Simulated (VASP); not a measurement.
# SiO2 (P4_2/mnm) in VASP: vibrations by perturbation theory with LDA

Aim: the vibrations by perturbation theory of SiO2 with LDA.

Everything below comes from runs of VASP 6.6.1. Logs are shortened: lines on timing, memory, paths and dates and some standing lists are left out, and cuts for length are marked.

## Step 1: The cell of the first run

The structure is tetragonal, space group P4_2/mnm (No. 136). The conventional cell has a = 4.155 Å, b = 4.155 Å, c = 2.661 Å, α = 90.00°, β = 90.00°, γ = 90.00°. Si (site symmetry mmm) has 6 O at 1.75 to 1.80 Å within 2.3 Å. Within 2.3 Å of O (site symmetry m2m) lie 3 Si at 1.75 to 1.80 Å and 1 O at 2.28 Å.

## Step 2: Vibrations by perturbation theory, LDA

The input, INCAR:

```
  ALGO = Normal
  EDIFF = 1E-8
  ENCUT = 520
  GGA = CA
  IBRION = 8
  ISIF = 2
  ISMEAR = 0
  LASPH = True
  LCHARG = False
  LEPSILON = True
  LREAL = False
  LWAVE = False
  NBANDS = 25
  NELM = 80
  NSW = 1
  PREC = Accurate
  SIGMA = 0.01
```

The input, KPOINTS:

```
k-points
0
Gamma
  6 6 8
```

The input, POSCAR:

```
SiO2
1.0
    4.1549550397      0.0000000000      0.0000000000
    0.0000000000      4.1549550397      0.0000000000
    0.0000000000      0.0000000000      2.6613631957
Si O
2 4
Direct
    0.0000000000      0.0000000000      0.0000000000
    0.5000000000      0.5000000000      0.5000000000
    0.3055700494      0.3055700494      0.0000000000
    0.1944299506      0.8055700494      0.5000000000
    0.6944299506      0.6944299506      0.0000000000
    0.8055700494      0.1944299506      0.5000000000
```

Potentials or basis: VASP PAW LDA potentials, release 64 (Si, O).

Run with:

```sh
cat potpaw_LDA.64/Si/POTCAR potpaw_LDA.64/O/POTCAR > POTCAR
mpirun -np 1 vasp_std > vasp.out
```

OUTCAR:

```text
EDIFF = 1E-8
   ENCUT = 520
   GGA = CA
   IBRION = 8
   ISIF = 2
   ISMEAR = 0
   LASPH = True
   LEPSILON = True
   LREAL = False
   NELM = 80
   NSW = 1
   PREC = Accurate

 ion  position               nearest neighbor table
   1  0.000  0.000  0.000-   4 1.75   6 1.75   4 1.75   6 1.75   5 1.80   3 1.80
   2  0.500  0.500  0.500-   3 1.75   5 1.75   3 1.75   5 1.75   4 1.80   6 1.80
   3  0.306  0.306  0.000-   2 1.75   2 1.75   1 1.80
   4  0.194  0.806  0.500-   1 1.75   1 1.75   2 1.80
   5  0.694  0.694  0.000-   2 1.75   2 1.75   1 1.80
   6  0.806  0.194  0.500-   1 1.75   1 1.75   2 1.80

  LATTYP: Found a simple tetragonal cell.
 ALAT       =     4.1549550397
 C/A-ratio  =     0.6405275557

  Lattice vectors:

 A1 = (   4.1549550397,   0.0000000000,   0.0000000000)
 A2 = (   0.0000000000,   4.1549550397,   0.0000000000)
 A3 = (   0.0000000000,   0.0000000000,   2.6613631957)

Analysis of symmetry for initial positions (statically):
=====================================================================
 Subroutine PRICEL returns:
 Original cell was already a primitive cell.

 Routine SETGRP: Setting up the symmetry group for a
[... 1009 lines left out ...]
  1Z     0.000000    0.000000  -24.396381    0.000000    0.000000   -0.045498    0.000000    0.000000    1.313987    0.000000    0.000000   10.906952    0.000000    0.000000    1.313987    0.000000    0.000000   10.906952
  2X    15.198745    0.010680    0.000000  -32.752444   -7.867277    0.000000    7.801107    5.053758    0.000000    0.975742   -1.125459    0.000000    7.801107    5.053758    0.000000    0.975742   -1.125459    0.000000
  2Y     0.010680   15.198745    0.000000   -7.867277  -32.752444    0.000000    5.053758    7.801107    0.000000   -1.125459    0.975742    0.000000    5.053758    7.801107    0.000000   -1.125459    0.975742    0.000000
  2Z     0.000000    0.000000   -0.045498    0.000000    0.000000  -24.396381    0.000000    0.000000   10.906952    0.000000    0.000000    1.313987    0.000000    0.000000   10.906952    0.000000    0.000000    1.313987
  3X     0.965795    1.120897    0.000000    7.805684    5.059390    0.000000  -22.916559  -11.042763    0.000000    0.041790    0.206494    0.000000    4.715304    4.864848    0.000000    9.387985   -0.208867    0.000000
  3Y     1.120897    0.965795    0.000000    5.059390    7.805684    0.000000  -11.042763  -22.916559    0.000000   -0.208867    9.387985    0.000000    4.864848    4.715304    0.000000    0.206494    0.041790    0.000000
  3Z     0.000000    0.000000    1.303397    0.000000    0.000000   10.904785    0.000000    0.000000  -20.621856    0.000000    0.000000    4.303631    0.000000    0.000000   -0.193589    0.000000    0.000000    4.303631
  4X     7.805684   -5.059390    0.000000    0.965795   -1.120897    0.000000    0.041790   -0.206494    0.000000  -22.916559   11.042763    0.000000    9.387985    0.208867    0.000000    4.715304   -4.864848    0.000000
  4Y    -5.059390    7.805684    0.000000   -1.120897    0.965795    0.000000    0.208867    9.387985    0.000000   11.042763  -22.916559    0.000000   -0.206494    0.041790    0.000000   -4.864848    4.715304    0.000000
  4Z     0.000000    0.000000   10.904785    0.000000    0.000000    1.303397    0.000000    0.000000    4.303631    0.000000    0.000000  -20.621856    0.000000    0.000000    4.303631    0.000000    0.000000   -0.193589
  5X     0.965795    1.120897    0.000000    7.805684    5.059390    0.000000    4.715304    4.864848    0.000000    9.387985   -0.208867    0.000000  -22.916559  -11.042763    0.000000    0.041790    0.206494    0.000000
  5Y     1.120897    0.965795    0.000000    5.059390    7.805684    0.000000    4.864848    4.715304    0.000000    0.206494    0.041790    0.000000  -11.042763  -22.916559    0.000000   -0.208867    9.387985    0.000000
  5Z     0.000000    0.000000    1.303397    0.000000    0.000000   10.904785    0.000000    0.000000   -0.193589    0.000000    0.000000    4.303631    0.000000    0.000000  -20.621856    0.000000    0.000000    4.303631
  6X     7.805684   -5.059390    0.000000    0.965795   -1.120897    0.000000    9.387985    0.208867    0.000000    4.715304   -4.864848    0.000000    0.041790   -0.206494    0.000000  -22.916559   11.042763    0.000000
  6Y    -5.059390    7.805684    0.000000   -1.120897    0.965795    0.000000   -0.206494    0.041790    0.000000   -4.864848    4.715304    0.000000    0.208867    9.387985    0.000000   11.042763  -22.916559    0.000000
  6Z     0.000000    0.000000   10.904785    0.000000    0.000000    1.303397    0.000000    0.000000    4.303631    0.000000    0.000000   -0.193589    0.000000    0.000000    4.303631    0.000000    0.000000  -20.621856

 Eigenvectors and eigenvalues of the dynamical matrix
 ----------------------------------------------------

   1 f  =   28.533729 THz   179.282708 2PiTHz  951.782754 cm-1   118.005969 meV
             X         Y         Z           dx          dy          dz
      0.000000  0.000000  0.000000     0.000000   -0.000000   -0.000000
      2.077478  2.077478  1.330682    -0.000000   -0.000000   -0.000000
      1.269630  1.269630  0.000000     0.353553    0.353553    0.000000
      0.807848  3.347107  1.330682     0.353553   -0.353553    0.000000
      2.885325  2.885325  0.000000    -0.353553   -0.353553    0.000000
      3.347107  0.807848  1.330682    -0.353553    0.353553    0.000000
[... 145 lines left out ...]
  18 f/i=    0.005206 THz     0.032708 2PiTHz    0.173642 cm-1     0.021529 meV
             X         Y         Z           dx          dy          dz
      0.000000  0.000000  0.000000    -0.000000    0.000000   -0.483302
      2.077478  2.077478  1.330682    -0.000000    0.000000   -0.483302
      1.269630  1.269630  0.000000    -0.000000    0.000000   -0.364979
      0.807848  3.347107  1.330682    -0.000000    0.000000   -0.364979
      2.885325  2.885325  0.000000    -0.000000    0.000000   -0.364979
      3.347107  0.807848  1.330682    -0.000000    0.000000   -0.364979

--------------------------------------------------------------------------------------------------------

 MACROSCOPIC STATIC DIELECTRIC TENSOR IONIC CONTRIBUTION
 ------------------------------------------------------
           7.406809    -0.000000    -0.000000
          -0.000000     7.406809    -0.000000
          -0.000000    -0.000000     5.225424
 ------------------------------------------------------

 ELASTIC MODULI CONTR FROM IONIC RELAXATION (kBar)
 Direction    XX          YY          ZZ          XY          YZ          ZX
 --------------------------------------------------------------------------------
 XX        -926.9914    241.6710    -57.3465      0.0000      0.0000      0.0000
 YY         241.6710   -926.9914    -57.3465     -0.0000     -0.0000     -0.0000
 ZZ         -57.3465    -57.3465     -9.5973     -0.0000      0.0000     -0.0000
 XY           0.0000     -0.0000     -0.0000    -15.3189     -0.0000     -0.0000
 YZ           0.0000     -0.0000      0.0000     -0.0000    -66.4366      0.0000
 ZX           0.0000     -0.0000     -0.0000     -0.0000      0.0000    -86.3332
 --------------------------------------------------------------------------------

 PIEZOELECTRIC TENSOR IONIC CONTR  for field in x, y, z        (C/m^2)
          XX          YY          ZZ          XY          YZ          ZX
  --------------------------------------------------------------------------------
  x    -0.00000     0.00000     0.00000    -0.00000    -0.00000    -0.00000
  y     0.00000    -0.00000     0.00000     0.00000    -0.00000     0.00000
  z     0.00000    -0.00000     0.00000    -0.00000     0.00000    -0.00000
```

It took 11 min on 1 thread of AMD EPYC 9R14 (Zen 4), shared host; peak memory 0.47 GiB.

What came out:

| Item | Value |
| --- | --- |
| Electronic dielectric tensor (diagonal) | 3.35, 3.35, 3.53 |
| Born charges (mean of the diagonal) | Si +3.86; O -1.93 e |
| Highest phonon frequency at Γ, LO-TO splitting left out | 952 cm⁻¹ |

Phonon frequencies in cm⁻¹ (negative: imaginary):
| q point | frequencies |
| --- | --- |
| (0.000, 0.000, 0.000) | 0 0 0 218 386 469 469 589 589 591 591 592 666 758 766 827 827 952 |

Electronic dielectric tensor:
```
3.35 0.00 0.00
0.00 3.35 0.00
0.00 0.00 3.53
```

Born effective charge tensors (e):
atom 1, Si
```
3.78 0.35 0.00
0.35 3.78 0.00
0.00 0.00 4.03
```
atom 2, Si
```
 3.78 -0.35  0.00
-0.35  3.78  0.00
 0.00  0.00  4.03
```
atom 3, O
```
-1.89 -0.55  0.00
-0.55 -1.89  0.00
 0.00  0.00 -2.01
```
atom 4, O
```
-1.89  0.55  0.00
 0.55 -1.89  0.00
 0.00  0.00 -2.01
```
atom 5, O
```
-1.89 -0.55  0.00
-0.55 -1.89  0.00
 0.00  0.00 -2.01
```
atom 6, O
```
-1.89  0.55  0.00
 0.55 -1.89  0.00
 0.00  0.00 -2.01
```

Caveat: the cell stands under pressure or tension, which shifts response properties.
